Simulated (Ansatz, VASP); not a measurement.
**One calculation of Si4O7, two programs**

Contents of INCAR:

```
SYSTEM = Si4O7
  PREC = Accurate
  ENCUT = 520
  EDIFF = 1E-6
  ISMEAR = 0
  SIGMA = 0.05
  LREAL = .False.
  LASPH = .True.
  NELM = 100
  ALGO = Normal
  ISIF = 2
  LWAVE = .False.
  LCHARG = .False.
  GGA = PE
  NBANDS = 40
```

File KPOINTS:

```
Automatic mesh
0
Gamma
  4 4 4
  0 0 0
```

The input POSCAR:

```
Si4O7
1.0
    5.0799801732      0.0000000000      0.0000000000
    0.0000000000      5.0799801732      0.0000000000
    0.0000000000      0.0000000000      7.0914769300
Si O
4 7
Direct
    0.2944292339      0.2944292339      0.0000000000
    0.2055707661      0.7944292339      0.2500000000
    0.7055707661      0.7055707661      0.5000000000
    0.7944292339      0.2055707661      0.7500000000
    0.4053663613      0.7409644515      0.4248320116
    0.7590355485      0.9053663613      0.6748320116
    0.5946336387      0.2590355485      0.9248320116
    0.7409644515      0.4053663613      0.5751679884
    1.1327790445      1.0445170820      0.2232952160
    0.2590355485      0.5946336387      0.0751679884
    0.0946336387      0.2409644515      0.8251679884
```

Input for Ansatz:

```yaml
crystal:
  lattice:
    - [5.0799801732, 0.0, 0.0]
    - [0.0, 5.0799801732, 0.0]
    - [0.0, 0.0, 7.09147693]
  atoms:
    - { symbol: Si, position: [0.2944292339, 0.2944292339, 0.0] }
    - { symbol: Si, position: [0.2055707661, 0.7944292339, 0.25] }
    - { symbol: Si, position: [0.7055707661, 0.7055707661, 0.5] }
    - { symbol: Si, position: [0.7944292339, 0.2055707661, 0.75] }
    - { symbol: O, position: [0.4053663613, 0.7409644515, 0.4248320116] }
    - { symbol: O, position: [0.7590355485, 0.9053663613, 0.6748320116] }
    - { symbol: O, position: [0.5946336387, 0.2590355485, 0.9248320116] }
    - { symbol: O, position: [0.7409644515, 0.4053663613, 0.5751679884] }
    - { symbol: O, position: [1.1327790445, 1.044517082, 0.223295216] }
    - { symbol: O, position: [0.2590355485, 0.5946336387, 0.0751679884] }
    - { symbol: O, position: [0.0946336387, 0.2409644515, 0.8251679884] }
basis:
  ecutwfc: 420
kpoints:
  mp_grid: { grid: [4, 4, 4] }
hamiltonian:
  xc: pbe
  pseudopotentials: { kind: paw, azcp: { folder: soft_1 } }
scf:
  occupations: { method: gaussian, width: 0.05 }
output:
  forces: true
  stress: true
  eigenvalues: true
  write_density: true
  write_potential: true
  elf: true
  volumetric_format: npy
```

Change from the starting cell: O vacancy; atom 9 moved 0.750 of the way to it and +0.225 Å across, host rigid.

Alike in both runs: task single point; functional PBE; k mesh 4 × 4 × 4; occupations gaussian, width 0.05 eV; no spin polarisation.

```csv
,VASP,Ansatz
version,VASP 6.6.1,Ansatz 0.2.0
potentials or method,"VASP PAW PBE potentials, release 64 (Si, O), cutoff 520 eV","scalar-relativistic, plane waves, PAW"
valence electrons in the cell,58,58
```

```csv
,VASP,Ansatz,Ansatz less VASP
gap on the k mesh at the Fermi level (eV),1.17,1.16,-0.008
least direct gap on the mesh (eV),1.31,1.31,-0.004
pressure (GPa),6.2,6.3,+0.09
"traceless stress, the component that is largest in VASP (GPa)",15.49,15.62,+0.130
rms of the force components (eV/Å),5.250,5.314,+0.0641
```

Atom by atom the forces differ by 0.072 eV/Å (rms over components).
